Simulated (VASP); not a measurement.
Here is a VASP 6.6.1 calculation.

Contents of INCAR:

```
PREC     = Accurate       # precision mode
ENCUT    = 520            # plane-wave cutoff, eV
EDIFF    = 1E-6           # SCF threshold, eV
ISMEAR   = 0              # smearing method
SIGMA    = 0.1            # smearing width, eV
LREAL    = F              # projectors in reciprocal space
LASPH    = T              # aspherical terms in the spheres
NELM     = 100            # most SCF steps
ALGO     = Normal         # electronic algorithm
ISIF     = 2              # what is computed and relaxed
LWAVE    = F              # write WAVECAR
LCHARG   = F              # write CHGCAR
GGA      = PS             # functional
NBANDS   = 15             # bands
```

Contents of KPOINTS:

```
Automatic mesh
0
Gamma
  24 24 18
```

The input POSCAR:

```
TaN
1.0
    2.9678488804      0.0000000000      0.0000000000
   -1.4839244402      2.5702325250      0.0000000000
    0.0000000000      0.0000000000      2.8448910939
Ta N
1 1
Direct
    0.3333333333      0.6666666667      0.5000000000
    0.0000000000      0.0000000000      0.0000000000
```

Potentials or basis: VASP PAW PBE potentials, release 64 (Ta_pv, N).

Run with:

```bash
$ cat potpaw_PBE.64/Ta_pv/POTCAR potpaw_PBE.64/N/POTCAR > POTCAR
$ mpirun -np 1 vasp_std > vasp.out
```

Q: Predict the pressure.

A: -5.7 GPa.

Q: Predict the band gap on the k mesh.

A: Zero (bands 8 and 9 overlap by 0.37 eV).

Stress tensor (GPa, compression positive):
```
-10.53   0.00   0.00
  0.00 -10.53   0.00
  0.00   0.00   3.99
```

Caveat: the cell differs from its parent crystal (biaxial strain in the a-b plane: +1.5 %); the cell stands under tension; the PAW data sets were made with another functional, which shifts forces and pressure a little; spin-orbit coupling is left out, which moves the levels of the heavy elements.
